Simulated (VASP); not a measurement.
Ca3SiSe:

```
CELL_PARAMETERS angstrom
6.71602 0.00000 0.00000
-3.35801 5.81625 0.00000
0.00000 0.00000 4.76710
ATOMIC_POSITIONS crystal
Ca 0.50000 0.00000 0.00000
Ca 0.00000 0.50000 0.00000
Ca 0.50000 0.50000 0.00000
Si 0.00000 0.00000 0.50000
Se 0.00000 0.00000 0.00000
```

| Property | Result |
| --- | --- |
| Program | VASP 6.6.1 |
| Task | relaxation of cell and atoms |
| Functional | PBE |
| Potentials or basis | VASP PAW PBE potentials, release 64 (Ca_sv, Si, Se) |
| Cutoff | 600 eV |
| k mesh | 9 × 9 × 8 |
| Occupations | gaussian, width 0.1 eV |
| Spin | no spin polarisation |

At the start: pressure 0.8 GPa; volume 37.24 Å³/atom.

**Question.** Where does the relaxation end?

**Answer.** Over 6 steps the energy falls by 3.7 meV/atom and the volume is 38.65 Å³/atom (+3.8 %); space group P6/mmm (No. 191, to 0.05 Å).

Step by step:
```csv
step,energy change (eV),largest force (eV/Å),pressure (GPa),volume (Å³)
1,0.0000,0.0000,0.77,186.21
2,-0.0170,0.0000,0.21,191.07
3,-0.0180,0.0000,0.04,192.66
4,-0.0180,0.0000,0.06,192.53
5,-0.0185,0.0000,0.02,192.98
6,-0.0185,0.0000,0.01,193.25
```

Final structure:
```yaml
crystal:
  lattice:
    - [6.78436, 0.00000, 0.00000]
    - [-3.39218, 5.87543, 0.00000]
    - [0.00000, 0.00000, 4.84802]
  atoms:
    - { symbol: Ca, position: [0.50000, 0.00000, 0.00000] }
    - { symbol: Ca, position: [0.00000, 0.50000, 0.00000] }
    - { symbol: Ca, position: [0.50000, 0.50000, 0.00000] }
    - { symbol: Si, position: [0.00000, 0.00000, 0.50000] }
    - { symbol: Se, position: [0.00000, 0.00000, 0.00000] }
```
